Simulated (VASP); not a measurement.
Wanted: the native input for a VASP 6.6.1 run.

```
Task                   : single point
Functional             : PBE
Potentials or basis    : VASP PAW PBE potentials, release 64 (Sr_sv, Ti_sv, O)
Cutoff                 : 600 eV
k mesh                 : 3 × 5 × 3
Occupations            : fermi-dirac, width 0.1 eV
Spin                   : collinear spin, zero start
Starting moments       : [0.0, 0.0, 0.0, 0.0, 0.0, 0.0, 0.0, 0.0, 0.0, 0.0] μB
Hubbard terms          : Ti d U = 3.73 eV, O p U = 4.18 eV
Dipole correction      : no
Further INCAR settings : ALGO = Normal; EDIFF = 1e-06; NBANDS = 55
```

The structure of SrTiO3 lies in POSCAR:

```
SrTiO3
1.0
   -3.9401334900      0.0000000000     -3.9401334900
    0.0000000000     -3.9401334900      0.0000000000
   -3.9401334900      0.0000000000      3.9401334900
Sr Ti O
2 2 6
Direct
    0.0000000000      0.5000000000      0.5000000000
    0.5000000000      0.5000000000      0.0000000000
    0.0000000000      0.0000000000      0.0000000000
    0.5000000000      0.0000000000      0.5000000000
    0.7500000000      0.0000000000      0.7500000000
    0.2500000000      0.0000000000      0.2500000000
    0.0000000000      0.5000000000      0.0000000000
    0.5000000000      0.5000000000      0.5000000000
    0.7500000000      0.0000000000      0.2500000000
    0.2500000000      0.0000000000      0.7500000000
```

The input as run:

INCAR

```
SYSTEM = SrTiO3
  PREC = Accurate
  ENCUT = 600
  EDIFF = 1E-6
  ISMEAR = -1
  SIGMA = 0.1
  LREAL = .False.
  LASPH = .True.
  NELM = 200
  ALGO = Normal
  ISIF = 2
  LWAVE = .False.
  LCHARG = .True.
  ISPIN = 2
  MAGMOM = 0 0 0 0 0 0 0 0 0 0
  LORBIT = 11
  LMAXMIX = 4
  LDAU = .True.
  LDAUTYPE = 2
  LDAUL = -1 2 1
  LDAUU = 0 3.73 4.18
  LDAUJ = 0 0 0
  LDAUPRINT = 1
  GGA = PE
  LELF = .True.
  LVHAR = .True.
  NBANDS = 55
  GGA_COMPAT = .False.
```

KPOINTS

```
Automatic mesh
0
Gamma
  3 5 3
  0 0 0
```

Potentials or basis: VASP PAW PBE potentials, release 64 (Sr_sv, Ti_sv, O).

Launch:

```sh
$ cat potpaw_PBE.64/Sr_sv/POTCAR potpaw_PBE.64/Ti_sv/POTCAR potpaw_PBE.64/O/POTCAR > POTCAR
$ mpirun -np 1 vasp_std > vasp.out
```

Results of the run:

```
Pressure                                              : 1.6 GPa
Band gap on the k mesh                                : 2.36 eV
Net moment                                            : 0.00 μB per cell
Valence electrons inside the program's atomic spheres : Sr 7.98; Ti 10.12; O 5.08
```

Caveat: an odd mesh through Γ misses points on the zone boundary, where band edges can lie.

Wall time 2.3 min on 1 thread of Intel(R) Xeon(R) Platinum 8488C (Sapphire Rapids) (shared host), peak memory 0.37 GiB.
